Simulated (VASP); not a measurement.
# B5C2 in VASP: notebook

Runs on B5C2. Level: PBE. Tasks: single point.

Program: VASP 6.6.1. These are calculated values, not measurements. Logs are shortened: lines on timing, memory, paths and dates and some standing lists are left out, and cuts for length are marked.

**1. The cell of the first run**

The typed cell holds 7 atoms: a = 4.455 Å, b = 4.455 Å, c = 2.635 Å, α = 90.00°, β = 90.00°, γ = 90.00°.

The cell was built from a structure type or drawn by symmetry, and may not be a known phase.

**2. Single point, PBE**

INCAR

```
PREC = Accurate
ENCUT = 600
EDIFF = 1E-6
ISMEAR = 0
SIGMA = 0.2
LREAL = False
LASPH = True
NELM = 120
ALGO = Normal
ISIF = 2
LWAVE = False
LCHARG = False
GGA = PE
NBANDS = 20
GGA_COMPAT = False
```

KPOINTS

```
Automatic mesh
0
Gamma
  3 3 5
```

POSCAR

```
B5C2
1.0
    4.4553253169      0.0000000000      0.0000000000
    0.0000000000      4.4553253169      0.0000000000
    0.0000000000      0.0000000000      2.6345394446
B C
5 2
Direct
    0.2041209875      0.5000000000      0.6398385776
    0.7958790125      0.5000000000      0.6398385776
    0.5000000000      0.2041209875      0.6398385776
    0.5000000000      0.7958790125      0.6398385776
    0.5000000000      0.5000000000      0.1398164898
    0.0000000000      0.0000000000      0.3797762357
    0.0000000000      0.0000000000      0.9003970141
```

Potentials or basis: VASP PAW PBE potentials, release 64 (B, C).

Launch:

```bash
$ cat potpaw_PBE.64/B/POTCAR potpaw_PBE.64/C/POTCAR > POTCAR
$ mpirun -np 1 vasp_std > vasp.out
```

OUTCAR:

```text
PREC = Accurate
   ENCUT = 600
   EDIFF = 1E-6
   ISMEAR = 0
   LREAL = False
   LASPH = True
   NELM = 120
   ISIF = 2
   GGA = PE

 ion  position               nearest neighbor table
   1  0.204  0.500  0.640-   2 1.82   5 1.86   5 1.86   3 1.86   4 1.86
   2  0.796  0.500  0.640-   1 1.82   5 1.86   5 1.86   3 1.86   4 1.86
   3  0.500  0.204  0.640-   4 1.82   5 1.86   5 1.86   2 1.86   1 1.86
   4  0.500  0.796  0.640-   3 1.82   5 1.86   5 1.86   2 1.86   1 1.86
   5  0.500  0.500  0.140-   1 1.86   2 1.86   3 1.86   4 1.86   1 1.86   2 1.86   3 1.86   4 1.86

   6  0.000  0.000  0.380-   7 1.26   7 1.37
   7  0.000  0.000  0.900-   6 1.26   6 1.37

  LATTYP: Found a simple tetragonal cell.
 ALAT       =     4.4553253169
 C/A-ratio  =     0.5913236985

  Lattice vectors:

 A1 = (   4.4553253169,   0.0000000000,   0.0000000000)
 A2 = (   0.0000000000,   4.4553253169,   0.0000000000)
 A3 = (   0.0000000000,   0.0000000000,   2.6345394446)

Analysis of symmetry for initial positions (statically):
=====================================================================
 Subroutine PRICEL returns:
 Original cell was already a primitive cell.

 Routine SETGRP: Setting up the symmetry group for a
 simple tetragonal supercell.

 Subroutine GETGRP returns: Found  8 space group operations
 (whereof  8 operations were pure point group operations)
 out of a pool of 16 trial point group operations.

The static configuration has the point symmetry C_4v.

Analysis of symmetry for dynamics (positions and initial velocities):
=====================================================================
 Subroutine PRICEL returns:
 Original cell was already a primitive cell.

 Routine SETGRP: Setting up the symmetry group for a
 simple tetragonal supercell.

 Subroutine GETGRP returns: Found  8 space group operations
 (whereof  8 operations were pure point group operations)
 out of a pool of 16 trial point group operations.

The dynamic configuration has the point symmetry C_4v.

 Subroutine INISYM returns: Found  8 space group operations
 (whereof  8 operations are pure point group operations),
 and found     1 'primitive' translations

----------------------------------------------------------------------------------------

                                     Primitive cell

  volume of cell :      52.2954

  direct lattice vectors                    reciprocal lattice vectors
     4.455325317  0.000000000  0.000000000     0.224450501  0.000000000  0.000000000
     0.000000000  4.455325317  0.000000000     0.000000000  0.224450501  0.000000000
     0.000000000  0.000000000  2.634539445     0.000000000  0.000000000  0.379572985

  length of vectors
     4.455325317  4.455325317  2.634539445     0.224450501  0.224450501  0.379572985

  position of ions in fractional coordinates (direct lattice)
     0.204120987  0.500000000  0.639838578
     0.795879013  0.500000000  0.639838578
     0.500000000  0.204120987  0.639838578
     0.500000000  0.795879013  0.639838578
     0.500000000  0.500000000  0.139816490
     0.000000000  0.000000000  0.379776236
     0.000000000  0.000000000  0.900397014

  ion indices of the primitive-cell ions
   primitive index   ion index
                 1           1
                 2           2
                 3           3
                 4           4
                 5           5
                 6           6
                 7           7

----------------------------------------------------------------------------------------

 KPOINTS: Automatic mesh

Automatic generation of k-mesh.
 Grid dimensions read from file:
 generate k-points for:    3    3    5

 Generating k-lattice:

  Cartesian coordinates                     Fractional coordinates (reciprocal lattice)
     0.074816834  0.000000000  0.000000000     0.333333333  0.000000000  0.000000000
     0.000000000  0.074816834  0.000000000     0.000000000  0.333333333  0.000000000
     0.000000000  0.000000000  0.075914597     0.000000000  0.000000000  0.200000000

  Length of vectors
     0.074816834  0.074816834  0.075914597

  Shift w.r.t. Gamma in fractional coordinates (k-lattice)
     0.000000000  0.000000000  0.000000000

 Subroutine IBZKPT returns following result:
 ===========================================

 Found      9 irreducible k-points:

 Following reciprocal coordinates:
            Coordinates               Weight
  0.000000  0.000000  0.000000      1.000000
  0.333333  0.000000  0.000000      4.000000
  0.333333  0.333333  0.000000      4.000000
  0.000000  0.000000  0.200000      2.000000
  0.333333  0.000000  0.200000      8.000000
  0.333333  0.333333  0.200000      8.000000
  0.000000  0.000000  0.400000      2.000000
  0.333333  0.000000  0.400000      8.000000
  0.333333  0.333333  0.400000      8.000000
   k-points           NKPTS =      9   k-points in BZ     NKDIM =      9   number of bands    NBANDS=     20
   number of dos      NEDOS =    301   number of ions     NIONS =      7
   total plane-waves  NPLWV =  31104
   dimension x,y,z NGX =    36 NGY =   36 NGZ =   24
   dimension x,y,z NGXF=    72 NGYF=   72 NGZF=   48
   ions per type =               5   2
   NGX,Y,Z   is equivalent  to a cutoff of  13.43, 13.43, 15.14 a.u.
   NGXF,Y,Z  is equivalent  to a cutoff of  26.87, 26.87, 30.29 a.u.
 SYSTEM =  unknown system
   PREC   = accura    normal or accurate (medium, high low for compatibility)
   ISTART =      0    job   : 0-new  1-cont  2-samecut
   ICHARG =      2    charge: 1-file 2-atom 10-const
   ISPIN  =      1    spin polarized calculation?
   LNONCOLLINEAR =      F non collinear calculations
   LSORBIT =      F    spin-orbit coupling
   LASPH  =      T    aspherical Exc in radial PAW
   ENCUT  =  600.0 eV  44.10 Ry    6.64 a.u.   8.90  8.90  5.26*2*pi/ulx,y,z
   NELM   =    120;   NELMIN=  2; NELMDL= -5     # of ELM steps
   EDIFF  = 0.1E-05   stopping-criterion for ELM
   LREAL  =      F    real-space projection
   EDIFFG = 0.1E-04   stopping-criterion for IOM
   NSW    =      0    number of steps for IOM
   IBRION =     -1    ionic relax: 0-MD 1-quasi-New 2-CG
   NFREE  =      0    steps in history (QN), initial steepest desc. (CG)
   ISIF   =      2    stress and relaxation
   ISYM   =      2    0-nonsym 1-usesym 2-fastsym
   POTIM  = 0.5000    time-step for ionic-motion
   TEBEG  =    0.0;   TEEND  =   0.0 temperature during run
   PSTRESS=    0.0 pullay stress
   NELECT =      23.0000    total number of electrons
   NUPDOWN=      -1.0000    fix difference up-down
   EMIN   =  10.00;   EMAX   =-10.00  energy-range for DOS
   EFERMI =   0.00;   METHOD = LEGACY
   ISMEAR =     0;   SIGMA  =   0.20  broadening in eV -4-tet -1-fermi 0-gaus
   EFERMI_NEDOS =   21; number of points for ismear=-14 and -15
   IALGO  =     38    algorithm
   IMIX   =      4    mixing-type and parameters
     AMIX     =   0.40;   BMIX     =  1.00
     AMIX_MAG =   1.60;   BMIX_MAG =  1.00
  volume/ion in A,a.u.               =       7.47        50.42
  Fermi-wavevector in a.u.,A,eV,Ry     =   1.244982  2.352674 21.088747  1.549979
  Thomas-Fermi vector in A             =   2.379224
   LORBIT       =      0    0 simple, 1 ext, 2 COOP (PROOUT), +10 PAW based schemes
   GGA     = PE    functional components
   LHFCALC =     F    Hartree Fock is set to
   AEXX    =    0.0000 exact exchange contribution
   IVDW    =     0    specifies the selected vdW correction
   LEPSILON=     F    determine dielectric tensor
   LRPA    =     F    only Hartree local field effects (RPA)
 non-spin polarized calculation
 Gauss-broadening in eV      SIGMA  =   0.20
  energy-cutoff  :      600.00
  volume of cell :       52.30
 maximum number of plane-waves:      1752
 NGX is ok and might be reduce to    36
   NGX = 17   NGY = 17   NGZ = 11

 number of electron      23.0000001 magnetization

 Free energy of the ion-electron system (eV)
  ---------------------------------------------------
  ext. energy  EPLUGINS =         0.00000000
  ---------------------------------------------------
  free energy    TOTEN  =       -44.32533683 eV

  energy without entropy =      -44.29958843  energy(sigma->0) =      -44.31246263

 E-fermi :   5.9921     XC(G=0): -11.7426

 val. band max:        5.8246101461   @ k =   0.3333   0.3333   0.4000
 cond. band min:       6.1939519792   @ k =   0.3333   0.0000   0.0000
 fundamental gap:      0.3693418331
 Fermi energy:         5.9920692152

 k-point     1 :       0.0000    0.0000    0.0000
  band No.  band energies     occupation
      1     -11.5107      2.00000
      2      -7.9346      2.00000
      3      -3.2298      2.00000
      4      -3.1666      2.00000
      5      -3.1666      2.00000
      6      -0.6062      2.00000
[... 12 lines left out ...]
     19      15.8002      0.00000
     20      15.8106      0.00000

 k-point     2 :       0.3333    0.0000    0.0000
  band No.  band energies     occupation
      1     -11.2595      2.00000
      2      -8.4560      2.00000
      3      -3.4816      2.00000
      4      -3.0221      2.00000
      5      -2.5092      2.00000
      6      -1.6236      2.00000
[... 12 lines left out ...]
     19      14.2429      0.00000
     20      15.4091      0.00000

 k-point     3 :       0.3333    0.3333    0.0000
  band No.  band energies     occupation
      1     -11.0909      2.00000
      2      -8.3611      2.00000
      3      -4.7230      2.00000
      4      -3.9660      2.00000
      5      -3.2067      2.00000
      6      -0.0522      2.00000
[... 12 lines left out ...]
     19      14.4040      0.00000
     20      14.4272      0.00000

 k-point     4 :       0.0000    0.0000    0.2000
  band No.  band energies     occupation
      1     -10.9382      2.00000
      2      -7.3936      2.00000
      3      -4.3855      2.00000
      4      -2.4202      2.00000
      5      -2.4202      2.00000
      6       0.0105      2.00000
[... 12 lines left out ...]
     19      13.9046      0.00000
     20      16.5612      0.00000

 k-point     5 :       0.3333    0.0000    0.2000
  band No.  band energies     occupation
      1     -10.7059      2.00000
      2      -7.8563      2.00000
      3      -4.4090      2.00000
      4      -2.5643      2.00000
      5      -1.7682      2.00000
      6      -1.0734      2.00000
[... 12 lines left out ...]
     19      14.2392      0.00000
     20      14.3873      0.00000

 k-point     6 :       0.3333    0.3333    0.2000
  band No.  band energies     occupation
      1     -10.5513      2.00000
      2      -7.7618      2.00000
      3      -4.3830      2.00000
      4      -3.9961      2.00000
      5      -3.2378      2.00000
      6       0.6256      2.00000
[... 12 lines left out ...]
     19      13.4207      0.00000
     20      14.3803      0.00000

 k-point     7 :       0.0000    0.0000    0.4000
  band No.  band energies     occupation
      1      -9.3044      2.00000
      2      -6.9654      2.00000
      3      -5.7744      2.00000
      4      -1.9650      2.00000
      5      -0.2536      2.00000
      6      -0.2536      2.00000
[... 12 lines left out ...]
     19      15.0083      0.00000
     20      16.9812      0.00000

 k-point     8 :       0.3333    0.0000    0.4000
  band No.  band energies     occupation
      1      -9.1267      2.00000
      2      -6.8393      2.00000
      3      -6.1808      2.00000
      4      -2.0526      2.00000
      5      -0.6401      2.00000
      6       0.3733      2.00000
[... 12 lines left out ...]
     19      14.9560      0.00000
     20      15.7002      0.00000

 k-point     9 :       0.3333    0.3333    0.4000
  band No.  band energies     occupation
      1      -9.0115      2.00000
      2      -6.7467      2.00000
      3      -6.1465      2.00000
      4      -1.8867      2.00000
      5      -1.8844      2.00000
      6      -1.0613      2.00000
[... 12 lines left out ...]
     19      13.6232      0.00000
     20      15.2010      0.00000

------------------------ aborting loop because EDIFF is reached ----------------------------------------

  FORCE on cell =-STRESS in cart. coord.  units (eV):
  Direction    XX          YY          ZZ          XY          YZ          ZX
  --------------------------------------------------------------------------------------
  -------------------------------------------------------------------------------------
  Total       -0.1491418     -0.1491418     -0.1662136      0.0000000      0.0000000      0.0000000
  in kB       -4.5692644     -4.5692644     -5.0922949      0.0000000      0.0000000      0.0000000
  external PRESSURE =      -4.7436079 kB  Pullay stress =       0.0000000 kB

 VOLUME and BASIS-vectors are now :
 -----------------------------------------------------------------------------
  energy-cutoff  :      600.00
  volume of cell :       52.30
      direct lattice vectors                 reciprocal lattice vectors
     4.455325317  0.000000000  0.000000000     0.224450501  0.000000000  0.000000000
     0.000000000  4.455325317  0.000000000     0.000000000  0.224450501  0.000000000
     0.000000000  0.000000000  2.634539445     0.000000000  0.000000000  0.379572985

 POSITION                                       TOTAL-FORCE (eV/Angst)
 -----------------------------------------------------------------------------------
      0.90943      2.22766      1.68568        -0.011035      0.000000     -0.000112
      3.54590      2.22766      1.68568         0.011035      0.000000     -0.000112
      2.22766      0.90943      1.68568        -0.000000     -0.011035     -0.000112
      2.22766      3.54590      1.68568        -0.000000      0.011035     -0.000112
      2.22766      2.22766      0.36835        -0.000000      0.000000      0.001123
      0.00000      0.00000      1.00054        -0.000000      0.000000      0.025310
      0.00000      0.00000      2.37213        -0.000000      0.000000     -0.025985
 -----------------------------------------------------------------------------------
    total drift:                                0.000000      0.000000      0.000360

  FREE ENERGIE OF THE ION-ELECTRON SYSTEM (eV)
  ---------------------------------------------------
  free  energy   TOTEN  =       -44.3253368300 eV

  energy  without entropy=      -44.2995884332  energy(sigma->0) =      -44.31246263
```

Run time: 8.9 s. Hardware: 1 thread of Intel Xeon Platinum 8488C (Sapphire Rapids), shared host; peak memory 0.16 GiB.

What came out:

```
Free energy            : -44.3253 eV
Pressure               : -0.5 GPa
Largest force          : 0.026 eV/Å
Band gap on the k mesh : zero (an odd number of electrons rules out a gap without spin polarisation)
```

Forces on the atoms (eV/Å):
```
B   -0.011  0.000  0.000
B    0.011  0.000  0.000
B    0.000 -0.011  0.000
B    0.000  0.011  0.000
B    0.000  0.000  0.001
C    0.000  0.000  0.025
C    0.000  0.000 -0.026
```

Levels at points of the mesh, in eV from the Fermi level:
```csv
k point,band 7,band 8,band 9,band 10,band 11,band 12,band 13,band 14,band 15,band 16
"(0.00, 0.00, 0.00)",-5.23,-4.69,-4.69,-1.81,-1.21,5.62,5.62,6.15,6.73,6.73
```

Caveat: the k points lie up to 0.48 Å⁻¹ apart, too coarse for converged energies and pressures of a metal.

**3. Single point, PBE**

This run uses another cell than the first one, of 7.30 Å³/atom.

INCAR

```
ALGO = Normal ; EDIFF = 1E-6
ENCUT = 600 ; GGA = PE
GGA_COMPAT = False ; ISIF = 2
ISMEAR = 0 ; LASPH = True
LCHARG = True ; LELF = True
LREAL = False ; LVHAR = True
LWAVE = False ; NBANDS = 20
NELM = 120 ; PREC = Accurate
SIGMA = 0.2
```

KPOINTS

```
k-points
0
Gamma
  4 4 5
```

POSCAR

```
B5C2
1.0
    4.4342627822      0.0000000000      0.0000000000
    0.0000000000      4.4342627822      0.0000000000
    0.0000000000      0.0000000000      2.5980359716
B C
5 2
Direct
    0.0000000000      0.0000000000      0.0000000000
    0.2124269760      0.5000000000      0.5000000000
    0.7875730240      0.5000000000      0.5000000000
    0.5000000000      0.7875730240      0.5000000000
    0.5000000000      0.2124269760      0.5000000000
    0.5000000000      0.0000000000      0.0000000000
    0.0000000000      0.5000000000      0.0000000000
```

Potentials or basis: VASP PAW PBE potentials, release 64 (B, C).

Launch:

```bash
$ cat potpaw_PBE.64/B/POTCAR potpaw_PBE.64/C/POTCAR > POTCAR
$ mpirun -np 1 vasp_std > vasp.out
```

It took 15 s on 1 thread of Intel Xeon Platinum 8488C (Sapphire Rapids), shared host; peak memory 0.17 GiB.

The run converged. Its results:

```
Free energy            : -44.9436 eV
Pressure               : -0.3 GPa
Band gap on the k mesh : zero (an odd number of electrons rules out a gap without spin polarisation)
```

Forces on the atoms (eV/Å):
```
B    0.000  0.000  0.000
B    0.002  0.000  0.000
B   -0.002  0.000  0.000
B    0.000 -0.002  0.000
B    0.000  0.002  0.000
C    0.000  0.000  0.000
C    0.000  0.000  0.000
```

Stress tensor (GPa, compression positive):
```
-0.33  0.00  0.00
 0.00 -0.33  0.00
 0.00  0.00 -0.20
```

Levels at points of the mesh, in eV from the Fermi level:
```tsv
k point	band 7	band 8	band 9	band 10	band 11	band 12	band 13	band 14	band 15	band 16
(0.00, 0.00, 0.00)	-4.34	-4.23	-4.23	-3.04	-1.99	3.01	3.01	5.93	6.34	6.44
(0.50, 0.00, 0.00)	-3.74	-3.64	-2.58	-2.18	1.82	1.91	1.93	2.46	5.56	6.05
(0.50, 0.50, 0.00)	-3.60	-2.56	-2.56	-2.37	-1.39	-0.23	1.84	1.84	3.52	5.69
```

Caveat: the k points lie up to 0.48 Å⁻¹ apart, too coarse for converged energies and pressures of a metal.
